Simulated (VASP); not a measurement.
# Ca (Im-3m) in VASP: further runs, part 2 of 2

VASP 6.6.1. The steps go on from the part before.

## 3. Relaxation of cell and atoms, PBE

This run uses another cell than the first one, of 36.30 Å³/atom, 0.862 times its volume.

File INCAR:

```
ALGO = Normal ; EDIFF = 1E-6
EDIFFG = -0.01 ; ENCUT = 600
GGA = PE ; IBRION = 2
ISIF = 3 ; ISMEAR = 0
LASPH = True ; LCHARG = False
LREAL = False ; LWAVE = False
NELM = 80 ; NSW = 80
PREC = Accurate ; SIGMA = 0.1
```

File KPOINTS:

```
k-points
0
Gamma
  14 14 14
```

File POSCAR:

```
Ca
1.0
   -2.0858742701      2.0858742701      2.0858742701
    2.0858742701     -2.0858742701      2.0858742701
    2.0858742701      2.0858742701     -2.0858742701
Ca
1
Direct
    0.0000000000      0.0000000000      0.0000000000
```

Potentials or basis: VASP PAW PBE potentials, release 64 (Ca_sv).

The run is started by

```console
$ cat potpaw_PBE.64/Ca_sv/POTCAR > POTCAR
$ mpirun -np 1 vasp_std > vasp.out
```

OUTCAR:

```text
EDIFF = 1E-6
   EDIFFG = -0.01
   ENCUT = 600
   GGA = PE
   IBRION = 2
   ISIF = 3
   ISMEAR = 0
   LASPH = True
   LREAL = False
   NELM = 80
   NSW = 80
   PREC = Accurate

 ion  position               nearest neighbor table
   1  0.000  0.000  0.000-

  LATTYP: Found a body centered cubic cell.
 ALAT       =     4.1717485402

  Lattice vectors:

 A1 = (  -2.0858742701,   2.0858742701,   2.0858742701)
 A2 = (   2.0858742701,  -2.0858742701,   2.0858742701)
 A3 = (   2.0858742701,   2.0858742701,  -2.0858742701)

Analysis of symmetry for initial positions (statically):
=====================================================================
 Subroutine PRICEL returns:
 Original cell was already a primitive cell.

 Routine SETGRP: Setting up the symmetry group for a
 body centered cubic supercell.

 Subroutine GETGRP returns: Found 48 space group operations
 (whereof 48 operations were pure point group operations)
 out of a pool of 48 trial point group operations.

The static configuration has the point symmetry O_h .

Analysis of symmetry for dynamics (positions and initial velocities):
=====================================================================
 Subroutine PRICEL returns:
 Original cell was already a primitive cell.

 Routine SETGRP: Setting up the symmetry group for a
 body centered cubic supercell.

 Subroutine GETGRP returns: Found 48 space group operations
 (whereof 48 operations were pure point group operations)
 out of a pool of 48 trial point group operations.

The dynamic configuration has the point symmetry O_h .

 Subroutine INISYM returns: Found 48 space group operations
 (whereof 48 operations are pure point group operations),
 and found     1 'primitive' translations

----------------------------------------------------------------------------------------

                                     Primitive cell

  volume of cell :      36.3015
[... 118 lines left out ...]
 conjugate gradient relaxation of ions
 non-spin polarized calculation
 Gauss-broadening in eV      SIGMA  =   0.10
  energy-cutoff  :      600.00
  volume of cell :       36.30
 maximum number of plane-waves:      1264
 NGX is ok and might be reduce to    30
   NGX = 15   NGY = 15   NGZ = 15

--------------------------------------- Ionic step        1  -------------------------------------------

 number of electron      10.0000000 magnetization

 number of electron       9.9999999 magnetization

 Free energy of the ion-electron system (eV)
  ---------------------------------------------------
  ext. energy  EPLUGINS =         0.00000000
  ---------------------------------------------------
  free energy    TOTEN  =        -1.86568632 eV

  energy without entropy =       -1.85964053  energy(sigma->0) =       -1.86266343

------------------------ aborting loop because EDIFF is reached ----------------------------------------

  FORCE on cell =-STRESS in cart. coord.  units (eV):
  Direction    XX          YY          ZZ          XY          YZ          ZX
  --------------------------------------------------------------------------------------
  -------------------------------------------------------------------------------------
  Total        0.6898268      0.6898268      0.6898268     -0.0000000      0.0000000      0.0000000
  in kB       30.4457217     30.4457217     30.4457217     -0.0000000      0.0000000      0.0000000
  external PRESSURE =      30.4457217 kB  Pullay stress =       0.0000000 kB
[... 92 lines left out ...]
--------------------------------------- Ionic step        4  -------------------------------------------

 number of electron      10.0000000 magnetization

 Free energy of the ion-electron system (eV)
  ---------------------------------------------------
  ext. energy  EPLUGINS =         0.00000000
  ---------------------------------------------------
  free energy    TOTEN  =        -1.91606169 eV

  energy without entropy =       -1.90752192  energy(sigma->0) =       -1.91179180

 E-fermi :   2.0210     XC(G=0):  -7.7357

 val. band max:        2.0093594599   @ k =  -0.4286  -0.4286   0.0714
 cond. band min:       2.0229244984   @ k =   0.5000   0.5000   0.3571
 fundamental gap:      0.0135650385
 Fermi energy:         2.0210040053

 k-point     1 :       0.0000    0.0000    0.0000
  band No.  band energies     occupation
      1     -40.0488      2.00000
      2     -20.9644      2.00000
      3     -20.9644      2.00000
      4     -20.9644      2.00000
      5      -2.0602      2.00000
      6       4.3058      0.00000
      7       4.3058      0.00000
      8       4.3058      0.00000
      9       5.3605      0.00000
[... 265 lines left out ...]
 k-point    24 :       0.3571    0.2857    0.0000
  band No.  band energies     occupation
      1     -40.0321      2.00000
      2     -21.0714      2.00000
      3     -21.0499      2.00000
      4     -20.9817      2.00000
      5       2.0322      0.87367
      6       2.1116      0.19987
      7       2.6395      0.00000
      8       5.3923      0.00000
      9       5.5472      0.00000

 [... further k-points ...]
[... 5 lines left out ...]
  --------------------------------------------------------------------------------------
  -------------------------------------------------------------------------------------
  Total       -0.0006100     -0.0006100     -0.0006100     -0.0000000      0.0000000     -0.0000000
  in kB       -0.0231648     -0.0231648     -0.0231648     -0.0000000      0.0000000     -0.0000000
  external PRESSURE =      -0.0231648 kB  Pullay stress =       0.0000000 kB
[... 16 lines left out ...]
  FREE ENERGIE OF THE ION-ELECTRON SYSTEM (eV)
  ---------------------------------------------------
  free  energy   TOTEN  =        -1.9160616934 eV

  energy  without entropy=       -1.9075219159  energy(sigma->0) =       -1.91179180

 reached required accuracy - stopping structural energy minimisation
```

CONTCAR:

```text
Ca
   1.00000000000000
    -2.1930037887880443    2.1930037887880443    2.1930037887880447
     2.1930037887880443   -2.1930037887880443    2.1930037887880447
     2.1930037887880443    2.1930037887880443   -2.1930037887880447
  Ca
     1
Direct
     0.0000000000000000    0.0000000000000000    0.0000000000000000

  0.00000000E+00  0.00000000E+00  0.00000000E+00
```

Wall time 1.9 min (1 thread of AMD EPYC 7R13 (Zen 3), shared host); peak memory 0.18 GiB.

Results:

- Free energy: -1.9161 eV
- Relaxed volume: 42.19 Å³/atom
- Relaxed cell: a = 3.798 Å, b = 3.798 Å, c = 3.798 Å, α = 109.47°, β = 109.47°, γ = 109.47°
- Space group after relaxing (to 0.05 Å): Im-3m (No. 229)
- Energy gained by relaxing: 50.4 meV/atom
- Ionic steps: 4
- Pressure after relaxing: 0.0 GPa
- Band gap on the k mesh: zero (band 5 reaches 2.25 eV, above the bottom of band 6 at 1.98 eV)

The path:
| step | energy change (eV) | largest force (eV/Å) | pressure (GPa) | volume (Å³) |
| --- | --- | --- | --- | --- |
| 1 | 0.0000 | 0.0000 | 3.04 | 36.30 |
| 2 | -0.0445 | 0.0000 | 0.91 | 40.05 |
| 3 | -0.0500 | 0.0000 | -0.21 | 42.73 |
| 4 | -0.0504 | 0.0000 | 0.00 | 42.19 |

Final structure:
```
Ca
1.0
    -2.19300    2.19300    2.19300
     2.19300   -2.19300    2.19300
     2.19300    2.19300   -2.19300
Ca
1
Direct
  0.00000 0.00000 0.00000
```

Caveat: the volume moved by over 15 % at a fixed basis, so the end points are rough.
